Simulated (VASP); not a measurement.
# BaF2 (Fm-3m) in VASP: a series of runs

BaF2 is run at these levels: r2SCAN, PBE; tasks: single point, relaxation of cell and atoms.

Program: VASP 6.6.1. These are calculated values, not measurements. Logs are shortened: lines on timing, memory, paths and dates and some standing lists are left out, and cuts for length are marked.

## Step 1: The cell of the first run

Symmetry: Fm-3m, No. 225, cubic system. The conventional cell has a = 6.194 Å, b = 6.194 Å, c = 6.194 Å, α = 90.00°, β = 90.00°, γ = 90.00°. Within 3.5 Å of Ba (site symmetry m-3m) lie 8 F at 2.68 Å. F (site symmetry -43m) has 4 Ba at 2.68 Å and 6 F at 3.10 Å within 3.5 Å.

## Step 2: Single point, r2SCAN

POSCAR reads:

```
BaF2
1.0
    0.0000000000      3.0971615099      3.0971615099
    3.0971615099      0.0000000000      3.0971615099
    3.0971615099      3.0971615099      0.0000000000
Ba F
1 2
Direct
    0.0000000000      0.0000000000      0.0000000000
    0.7500000000      0.7500000000      0.7500000000
    0.2500000000      0.2500000000      0.2500000000
```

INCAR.step1 reads:

```
SYSTEM = BaF2
  PREC = Accurate
  ENCUT = 660
  ISMEAR = 0
  SIGMA = 0.01
  LREAL = .FALSE.
  LASPH = .TRUE.
  NELM = 120
  NBANDS = 19
  GGA = PE
  ALGO = Normal
  EDIFF = 1E-5
  LWAVE = .TRUE.
  LCHARG = .FALSE.
  GGA_COMPAT = .FALSE.
```

INCAR.step2 reads:

```
SYSTEM = BaF2
  PREC = Accurate
  ENCUT = 660
  EDIFF = 1E-6
  ISMEAR = 0
  SIGMA = 0.01
  LREAL = .FALSE.
  LASPH = .TRUE.
  NELM = 120
  ALGO = Normal
  ISIF = 2
  LWAVE = .FALSE.
  LCHARG = .TRUE.
  METAGGA = R2SCAN
  LMIXTAU = .TRUE.
  LELF = .TRUE.
  LVHAR = .TRUE.
  NBANDS = 19
  ISTART = 1
  GGA_COMPAT = .FALSE.
```

KPOINTS reads:

```
Automatic mesh
0
G
  8 8 8
  0 0 0
```

Potentials or basis: VASP PAW PBE potentials, release 64 (Ba_sv, F).

Started as:

```console
> cat potpaw_PBE.64/Ba_sv/POTCAR potpaw_PBE.64/F/POTCAR > POTCAR
> cp INCAR.step1 INCAR
> mpirun -np 1 vasp_std > vasp.out
> cp INCAR.step2 INCAR
> mpirun -np 1 vasp_std > vasp.out
```

OUTCAR:

```text
SYSTEM = BaF2
   PREC = Accurate
   ENCUT = 660
   EDIFF = 1E-6
   ISMEAR = 0
   LREAL = .FALSE.
   LASPH = .TRUE.
   NELM = 120
   ISIF = 2
   METAGGA = R2SCAN
   ISTART = 1

 ion  position               nearest neighbor table
   1  0.000  0.000  0.000-   2 2.68   3 2.68   2 2.68   2 2.68   2 2.68   3 2.68   3 2.68   3 2.68

   2  0.750  0.750  0.750-   1 2.68   1 2.68   1 2.68   1 2.68
   3  0.250  0.250  0.250-   1 2.68   1 2.68   1 2.68   1 2.68

  LATTYP: Found a face centered cubic cell.
 ALAT       =     6.1943230198

  Lattice vectors:

 A1 = (   0.0000000000,   3.0971615099,   3.0971615099)
 A2 = (   3.0971615099,   0.0000000000,   3.0971615099)
 A3 = (   3.0971615099,   3.0971615099,   0.0000000000)

Analysis of symmetry for initial positions (statically):
=====================================================================
 Subroutine PRICEL returns:
 Original cell was already a primitive cell.

 Routine SETGRP: Setting up the symmetry group for a
 face centered cubic supercell.

 Subroutine GETGRP returns: Found 48 space group operations
 (whereof 48 operations were pure point group operations)
 out of a pool of 48 trial point group operations.

The static configuration has the point symmetry O_h .

Analysis of symmetry for dynamics (positions and initial velocities):
=====================================================================
 Subroutine PRICEL returns:
 Original cell was already a primitive cell.

 Routine SETGRP: Setting up the symmetry group for a
 face centered cubic supercell.

 Subroutine GETGRP returns: Found 48 space group operations
 (whereof 48 operations were pure point group operations)
 out of a pool of 48 trial point group operations.

The dynamic configuration has the point symmetry O_h .

 Subroutine INISYM returns: Found 48 space group operations
 (whereof 48 operations are pure point group operations),
 and found     1 'primitive' translations

----------------------------------------------------------------------------------------

                                     Primitive cell

  volume of cell :      59.4185

  direct lattice vectors                    reciprocal lattice vectors
     0.000000000  3.097161510  3.097161510    -0.161438142  0.161438142  0.161438142
     3.097161510  0.000000000  3.097161510     0.161438142 -0.161438142  0.161438142
     3.097161510  3.097161510  0.000000000     0.161438142  0.161438142 -0.161438142

  length of vectors
     4.380047812  4.380047812  4.380047812     0.279619064  0.279619064  0.279619064

  position of ions in fractional coordinates (direct lattice)
     0.000000000  0.000000000  0.000000000
     0.750000000  0.750000000  0.750000000
     0.250000000  0.250000000  0.250000000

  ion indices of the primitive-cell ions
   primitive index   ion index
                 1           1
                 2           2
                 3           3

----------------------------------------------------------------------------------------

 KPOINTS: Automatic mesh

Automatic generation of k-mesh.
 Grid dimensions read from file:
 generate k-points for:    8    8    8

 Generating k-lattice:

  Cartesian coordinates                     Fractional coordinates (reciprocal lattice)
    -0.020179768  0.020179768  0.020179768     0.125000000  0.000000000  0.000000000
     0.020179768 -0.020179768  0.020179768     0.000000000  0.125000000  0.000000000
     0.020179768  0.020179768 -0.020179768     0.000000000  0.000000000  0.125000000

  Length of vectors
     0.034952383  0.034952383  0.034952383

  Shift w.r.t. Gamma in fractional coordinates (k-lattice)
     0.000000000  0.000000000  0.000000000

 Subroutine IBZKPT returns following result:
 ===========================================

 Found     29 irreducible k-points:

 Following reciprocal coordinates:
            Coordinates               Weight
  0.000000  0.000000  0.000000      1.000000
  0.125000  0.000000  0.000000      8.000000
  0.250000  0.000000  0.000000      8.000000
  0.375000  0.000000  0.000000      8.000000
  0.500000  0.000000  0.000000      4.000000
  0.125000  0.125000  0.000000      6.000000
[... 16 lines left out ...]
  0.500000  0.250000  0.125000     48.000000
 -0.375000  0.250000  0.125000     24.000000
 [... further k-points ...]
   k-points           NKPTS =     29   k-points in BZ     NKDIM =     29   number of bands    NBANDS=     19
   number of dos      NEDOS =    301   number of ions     NIONS =      3
   total plane-waves  NPLWV =  64000
   dimension x,y,z NGX =    40 NGY =   40 NGZ =   40
   dimension x,y,z NGXF=    80 NGYF=   80 NGZF=   80
   ions per type =               1   2
   NGX,Y,Z   is equivalent  to a cutoff of  15.18, 15.18, 15.18 a.u.
   NGXF,Y,Z  is equivalent  to a cutoff of  30.36, 30.36, 30.36 a.u.
 SYSTEM =  BaF2
   PREC   = accura    normal or accurate (medium, high low for compatibility)
   ISTART =      1    job   : 0-new  1-cont  2-samecut
[... 94 lines left out ...]
      6     -10.6417      2.00000
[... 11 lines left out ...]
     18       9.7725      0.00000
     19      11.9380      0.00000

 k-point     4 :       0.3750    0.0000    0.0000
  band No.  band energies     occupation
      1     -25.9922      2.00000
      2     -22.8517      2.00000
      3     -22.7095      2.00000
      4     -10.7086      2.00000
      5     -10.6983      2.00000
      6     -10.6983      2.00000
[... 11 lines left out ...]
     18       9.8548      0.00000
     19      11.9107      0.00000

 k-point     5 :       0.5000    0.0000    0.0000
  band No.  band energies     occupation
      1     -25.9492      2.00000
      2     -22.9041      2.00000
      3     -22.7222      2.00000
      4     -10.7297      2.00000
      5     -10.7212      2.00000
      6     -10.7212      2.00000
[... 11 lines left out ...]
     18       9.9010      0.00000
     19      12.3785      0.00000

 k-point     6 :       0.1250    0.1250    0.0000
  band No.  band energies     occupation
      1     -26.1688      2.00000
      2     -22.6919      2.00000
      3     -22.5940      2.00000
      4     -10.6212      2.00000
      5     -10.6212      2.00000
      6     -10.5371      2.00000
[... 11 lines left out ...]
     18       9.7671      0.00000
     19      13.5765      0.00000

 k-point     7 :       0.2500    0.1250    0.0000
  band No.  band energies     occupation
      1     -26.0957      2.00000
      2     -22.7252      2.00000
      3     -22.6760      2.00000
      4     -10.6901      2.00000
      5     -10.6886      2.00000
      6     -10.5478      2.00000
[... 11 lines left out ...]
     18       9.8447      0.00000
     19      12.5621      0.00000

 k-point     8 :       0.3750    0.1250    0.0000
  band No.  band energies     occupation
      1     -25.9988      2.00000
      2     -22.8206      2.00000
      3     -22.7306      2.00000
      4     -10.7478      2.00000
      5     -10.7445      2.00000
      6     -10.6064      2.00000
[... 256 lines left out ...]
 k-point    20 :      -0.3750    0.3750    0.0000
  band No.  band energies     occupation
      1     -25.8602      2.00000
      2     -22.9250      2.00000
      3     -22.8340      2.00000
      4     -10.8940      2.00000
      5     -10.8850      2.00000
      6     -10.5397      2.00000
[... 11 lines left out ...]
     18      11.9703      0.00000
     19      13.0463      0.00000

 k-point    21 :       0.5000    0.5000    0.0000
  band No.  band energies     occupation
      1     -25.8516      2.00000
      2     -22.9757      2.00000
      3     -22.7937      2.00000
      4     -10.9605      2.00000
      5     -10.9605      2.00000
      6     -10.3977      2.00000
[... 11 lines left out ...]
     18      11.2001      0.00000
     19      13.3073      0.00000

 k-point    22 :       0.3750    0.2500    0.1250
  band No.  band energies     occupation
      1     -26.0188      2.00000
      2     -22.7633      2.00000
      3     -22.7572      2.00000
      4     -10.7599      2.00000
      5     -10.7503      2.00000
      6     -10.5570      2.00000
[... 11 lines left out ...]
     18      10.0980      0.00000
     19      12.5949      0.00000

 k-point    23 :       0.5000    0.2500    0.1250
  band No.  band energies     occupation
      1     -25.9370      2.00000
      2     -22.8548      2.00000
      3     -22.7902      2.00000
      4     -10.8272      2.00000
      5     -10.7540      2.00000
      6     -10.6217      2.00000
[... 11 lines left out ...]
     18      10.4833      0.00000
     19      12.3815      0.00000

 k-point    24 :      -0.3750    0.2500    0.1250
  band No.  band energies     occupation
      1     -25.9015      2.00000
      2     -22.8951      2.00000
      3     -22.8032      2.00000
      4     -10.8542      2.00000
      5     -10.7028      2.00000
      6     -10.7006      2.00000
[... 11 lines left out ...]
     18      10.6592      0.00000
     19      12.3927      0.00000

 [... further k-points ...]

------------------------ aborting loop because EDIFF is reached ----------------------------------------

  FORCE on cell =-STRESS in cart. coord.  units (eV):
  Direction    XX          YY          ZZ          XY          YZ          ZX
  --------------------------------------------------------------------------------------
  -------------------------------------------------------------------------------------
  Total        0.3349762      0.3349762      0.3349762      0.0000000      0.0000000     -0.0000000
  in kB        9.0323962      9.0323962      9.0323962      0.0000000      0.0000000     -0.0000000
  external PRESSURE =       9.0323962 kB  Pullay stress =       0.0000000 kB

 VOLUME and BASIS-vectors are now :
 -----------------------------------------------------------------------------
  energy-cutoff  :      660.00
  volume of cell :       59.42
      direct lattice vectors                 reciprocal lattice vectors
     0.000000000  3.097161510  3.097161510    -0.161438142  0.161438142  0.161438142
     3.097161510  0.000000000  3.097161510     0.161438142 -0.161438142  0.161438142
     3.097161510  3.097161510  0.000000000     0.161438142  0.161438142 -0.161438142

 POSITION                                       TOTAL-FORCE (eV/Angst)
 -----------------------------------------------------------------------------------
      0.00000      0.00000      0.00000         0.000000     -0.000000     -0.000000
      4.64574      4.64574      4.64574        -0.000000     -0.000000     -0.000000
      1.54858      1.54858      1.54858         0.000000      0.000000      0.000000
 -----------------------------------------------------------------------------------
    total drift:                                0.000000     -0.000000      0.000000

  FREE ENERGIE OF THE ION-ELECTRON SYSTEM (eV)
  ---------------------------------------------------
  free  energy   TOTEN  =       -45.0674021204 eV

  energy  without entropy=      -45.0674021204  energy(sigma->0) =      -45.06740212
```

Run time: 2.4 min. Hardware: 1 thread of Intel Xeon 6975P-C (Granite Rapids), shared host; peak memory 0.27 GiB.

What came out:

```
Free energy            : -45.0674 eV
Pressure               : 0.9 GPa
Band gap on the k mesh : 7.34 eV (least direct gap 7.43 eV)
```

Caveat: the PAW data sets were made with another functional, which shifts forces and pressure a little; spin-orbit coupling is left out, which moves the levels of the heavy elements.

## Step 3: Relaxation of cell and atoms, r2SCAN

This run uses another cell than the first one, of 20.30 Å³/atom.

POSCAR reads:

```
BaF2
1.0
    0.0000000000      3.1229292362      3.1229292362
    3.1229292362      0.0000000000      3.1229292362
    3.1229292362      3.1229292362      0.0000000000
Ba F
1 2
Direct
    0.0000000000      0.0000000000      0.0000000000
    0.7500000000      0.7500000000      0.7500000000
    0.2500000000      0.2500000000      0.2500000000
```

INCAR.step1 reads:

```
ALGO     = Normal         # electronic algorithm
EDIFF    = 1E-5           # SCF threshold, eV
EDIFFG   = -0.005         # ionic threshold
ENCUT    = 660            # plane-wave cutoff, eV
GGA      = PE             # functional
GGA_COMPAT= False        
IBRION   = 2              # ionic algorithm
ISIF     = 3              # what is computed and relaxed
ISMEAR   = -1             # smearing method
LASPH    = True           # aspherical terms in the spheres
LCHARG   = False          # write CHGCAR
LREAL    = False          # projectors in reciprocal space
LWAVE    = True           # write WAVECAR
NELM     = 120            # most SCF steps
NELMIN   = 4            
NSW      = 100            # ionic steps
PREC     = Accurate       # precision mode
SIGMA    = 0.02           # smearing width, eV
```

INCAR.step2 reads:

```
ALGO     = Normal         # electronic algorithm
EDIFF    = 1E-7           # SCF threshold, eV
EDIFFG   = -0.005         # ionic threshold
ENCUT    = 660            # plane-wave cutoff, eV
GGA_COMPAT= False        
IBRION   = 2              # ionic algorithm
ISIF     = 3              # what is computed and relaxed
ISMEAR   = -1             # smearing method
ISTART   = 1            
LASPH    = True           # aspherical terms in the spheres
LCHARG   = False          # write CHGCAR
LMIXTAU  = True         
LREAL    = False          # projectors in reciprocal space
LWAVE    = False          # write WAVECAR
METAGGA  = R2SCAN         # meta-GGA
NELM     = 120            # most SCF steps
NELMIN   = 4            
NSW      = 80             # ionic steps
PREC     = Accurate       # precision mode
SIGMA    = 0.02           # smearing width, eV
```

KPOINTS reads:

```
k-points
0
Gamma
  6 6 6
```

Potentials or basis: VASP PAW PBE potentials, release 64 (Ba_sv, F).

Started as:

```console
> cat potpaw_PBE.64/Ba_sv/POTCAR potpaw_PBE.64/F/POTCAR > POTCAR
> cp INCAR.step1 INCAR
> mpirun -np 1 vasp_std > vasp.out
> cp INCAR.step2 INCAR
> mpirun -np 1 vasp_std > vasp.out
```

Run time: 3 min. Hardware: 1 thread of Intel Xeon 6975P-C (Granite Rapids), shared host; peak memory 0.27 GiB.

Results (log left out):

```
Free energy                           : -45.0728 eV
Relaxed volume                        : 20.09 Å³/atom
Relaxed cell                          : a = 4.401 Å, b = 4.401 Å, c = 4.401 Å, α = 60.00°, β = 60.00°, γ = 60.00°
Space group after relaxing (to 0.1 Å) : Fm-3m (No. 225)
Energy gained by relaxing             : 0.4 meV/atom
Ionic steps                           : 3
Pressure after relaxing               : 0.0 GPa
Band gap on the k mesh                : 7.30 eV (least direct gap 7.36 eV)
```

The path:
```csv
step,energy change (eV),largest force (eV/Å),pressure (GPa),volume (Å³)
1,0.0000,0.0000,-0.64,60.91
2,-0.0013,0.0000,0.07,60.21
3,-0.0013,0.0000,0.00,60.27
```

Final structure:
```
CELL_PARAMETERS angstrom
0.00000 3.11194 3.11194
3.11194 0.00000 3.11194
3.11194 3.11194 0.00000
ATOMIC_POSITIONS crystal
Ba 0.00000 0.00000 0.00000
F 0.75000 0.75000 0.75000
F 0.25000 0.25000 0.25000
```

Levels at points of the mesh, in eV from the valence-band top:
```tsv
k point	band 9	band 10	band 11	band 12	band 13	band 14	band 15	band 16
(0.00, 0.00, 0.00)	-1.43	-0.06	-0.06	-0.06	7.30	9.87	9.87	12.18
(0.50, 0.00, 0.00)	-0.62	-0.34	-0.15	-0.15	9.81	9.81	9.88	10.08
(0.50, 0.50, 0.00)	-0.33	-0.31	-0.31	-0.11	7.68	9.80	11.33	12.76
```

Caveat: the PAW data sets were made with another functional, which shifts forces and pressure a little; spin-orbit coupling is left out, which moves the levels of the heavy elements. A k mesh can miss the band edges.

## Step 4: Single point, PBE, non-collinear spin, zero start, spin-orbit coupling

INCAR reads:

```
SYSTEM = BaF2
  PREC = Accurate
  ENCUT = 600
  EDIFF = 1E-6
  ISMEAR = 0
  SIGMA = 0.01
  LREAL = .False.
  LASPH = .True.
  NELM = 200
  ALGO = Normal
  ISIF = 2
  LWAVE = .False.
  LCHARG = .True.
  MAGMOM = 0 0 0 0 0 0 0 0 0
  LORBIT = 11
  LSORBIT = .True.
  GGA_COMPAT = .False.
  LORBMOM = .True.
  GGA = PE
  LVHAR = .True.
  NBANDS = 37
```

KPOINTS reads:

```
Automatic mesh
0
Gamma
  8 8 8
  0 0 0
```

POSCAR reads:

```
BaF2
1.0
    0.0000000000      3.0971615099      3.0971615099
    3.0971615099      0.0000000000      3.0971615099
    3.0971615099      3.0971615099      0.0000000000
Ba F
1 2
Direct
    0.0000000000      0.0000000000      0.0000000000
    0.7500000000      0.7500000000      0.7500000000
    0.2500000000      0.2500000000      0.2500000000
```

Started as:

```console
> cat potpaw_PBE.64/Ba_sv/POTCAR potpaw_PBE.64/F/POTCAR > POTCAR
> mpirun -np 1 vasp_ncl > vasp.out
```

Wall time 1.9 min (1 thread of Intel Xeon 6975P-C (Granite Rapids), shared host); peak memory 0.44 GiB.

The run converged. Its results:

| Quantity | Value |
| --- | --- |
| Free energy | -17.3010 eV |
| Pressure | 2.4 GPa |
| Net moment | 0.00 μB per cell |
| Valence electrons inside the program's atomic spheres | Ba 7.88; F 6.09 |

Moments on the atoms (μB; x, y, z):
```
Ba  0.00 0.00 0.00
F   0.00 0.00 0.00
F   0.00 0.00 0.00
```

## Step 5: The runs side by side

| task | level | spin | cell | k mesh | cutoff (eV) | smearing | gap on the mesh (eV) | pressure (GPa) |
| --- | --- | --- | --- | --- | --- | --- | --- | --- |
| single point | r2SCAN | off | a = 4.380 Å, angles 60.0°, 3 atoms | 8 × 8 × 8 | 660 | gaussian 0.01 eV | 7.34 | 0.9 |
| relaxation of cell and atoms | r2SCAN | off | relaxed from a = 4.416 Å, angles 60.0°, 3 atoms | 6 × 6 × 6 | 660 | fermi-dirac 0.02 eV | 7.30 | 0.0 |
| single point | PBE | non-collinear, zero start, SOC | a = 4.380 Å, angles 60.0°, 3 atoms | 8 × 8 × 8 | 600 | gaussian 0.01 eV | - | 2.4 |

Alike in all rows: potentials or basis VASP PAW PBE potentials, release 64 (Ba_sv, F).

Caveats: the PAW data sets were made with another functional, which shifts forces and pressure a little (at least some runs); spin-orbit coupling is left out, which moves the levels of the heavy elements (at least some runs).

Absolute energies hang on the potentials; compare differences alone.
